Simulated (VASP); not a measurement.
Crystal: TiO.

```
Ti O
1.0
     2.85161    0.00000    0.00000
    -1.42580    2.46956    0.00000
     0.00000    0.00000    5.56750
Ti O
2 2
Direct
  0.33333 0.66667 0.25000
  0.66667 0.33333 0.75000
  0.00000 0.00000 0.00000
  0.00000 0.00000 0.50000
```

Base run:

```yaml
Program: VASP 6.6.1
Functional: r2SCAN
Potentials_or_basis: VASP PAW PBE potentials, release 64 (Ti_sv, O)
Cutoff: 520 eV
k_mesh: 12 × 12 × 4
Occupations: gaussian, width 0.1 eV
Spin: no spin polarisation
```

Its results: band gap on the k mesh zero (band 18 reaches 11.27 eV, above the bottom of band 19 at 11.25 eV); pressure -3.6 GPa.

Task: After a change of settings the same cell gave: band gap on the k mesh zero (filled and empty bands touch); pressure 51.5 GPa. Which change was it?
A. k mesh from 12 × 12 × 4 to 1 × 1 × 1
B. k mesh from 12 × 12 × 4 to 12 × 12 × 6; further incar settings from ALGO = Normal; EDIFF = 1e-06; NBANDS = 26 to ALGO = Normal; EDIFF = 1e-07; NBANDS = 26
C. k mesh from 12 × 12 × 4 to 3 × 3 × 1; further incar settings from ALGO = Normal; EDIFF = 1e-06; NBANDS = 26 to ALGO = Normal; EDIFF = 1e-07; NBANDS = 26
D. potentials or basis from VASP PAW PBE potentials, release 64 (Ti_sv, O) to VASP PAW PBE potentials, release 64 (Ti_sv, O_h); cutoff from 520 eV to 910 eV; k mesh from 12 × 12 × 4 to 6 × 6 × 2

Result: A.

Caveats: some runs use coarse meshes; the PAW data sets were made with another functional, which shifts forces and pressure a little; semilocal functionals often make such compounds metallic where correlation or magnetic order opens a gap, which also shifts bond lengths.
